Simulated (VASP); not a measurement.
**BaTiO3: single point with PBE**

Crystal: BaTiO3.

```
CELL_PARAMETERS angstrom
0.00000 2.89056 -2.91590
-3.97239 0.00000 0.00000
0.00000 8.67167 8.74770
ATOMIC_POSITIONS crystal
Ba 0.98840 0.00000 0.00387
Ba 0.98840 0.00000 0.33720
Ba 0.98840 0.00000 0.67053
Ti 0.47219 0.50000 0.17594
Ti 0.47219 0.50000 0.50927
Ti 0.47219 0.50000 0.84260
O 0.51271 0.00000 0.16243
O 0.51271 0.00000 0.49576
O 0.51271 0.00000 0.82910
O 0.02363 0.50000 0.16439
O 0.02363 0.50000 0.49772
O 0.02363 0.50000 0.83105
O 0.50684 0.50000 0.32546
O 0.50684 0.50000 0.65879
O 0.50684 0.50000 0.99212
```

| Item | Value |
| --- | --- |
| Program | VASP 6.6.1 |
| Task | single point |
| Functional | PBE |
| Potentials or basis | VASP PAW PBE potentials, release 64 (Ba_sv, Ti_sv, O) |
| Cutoff | 520 eV |
| k mesh | 7 × 7 × 3 |
| Occupations | gaussian, width 0.05 eV |
| Spin | no spin polarisation |

- Pressure: 1.6 GPa
- Largest force: 0.081 eV/Å
- Band gap on the k mesh: 2.42 eV

Forces in eV/Å, atoms in the order of the input:
```
Ba   0.000  0.000 -0.050
Ba   0.000  0.000 -0.050
Ba   0.000  0.000 -0.050
Ti   0.000  0.000 -0.081
Ti   0.000  0.000 -0.081
Ti   0.000  0.000 -0.081
O    0.000  0.000  0.018
O    0.000  0.000  0.018
O    0.000  0.000  0.018
O    0.000 -0.035  0.056
O    0.000 -0.035  0.056
O    0.000 -0.035  0.056
O    0.000  0.035  0.056
O    0.000  0.035  0.056
O    0.000  0.035  0.056
```

Stress tensor (GPa, compression positive):
```
1.53 0.00 0.00
0.00 1.68 0.00
0.00 0.00 1.58
```

Levels at points of the mesh, in eV from the valence-band top:
| k point | band 56 | band 57 | band 58 | band 59 | band 60 | band 61 | band 62 | band 63 | band 64 | band 65 |
| --- | --- | --- | --- | --- | --- | --- | --- | --- | --- | --- |
| (0.00, 0.00, 0.00) | -0.68 | -0.68 | -0.64 | -0.56 | -0.47 | 2.42 | 2.63 | 2.63 | 2.73 | 2.77 |

Run time: 15 min on 1 thread of Intel(R) Xeon(R) Platinum 8259CL CPU @ 2.50GHz (Skylake/Cascade Lake), on a shared host, peak memory 0.53 GiB.

Caveat: spin-orbit coupling is left out, which moves the levels of the heavy elements; an odd mesh through Γ misses points on the zone boundary, where band edges can lie.
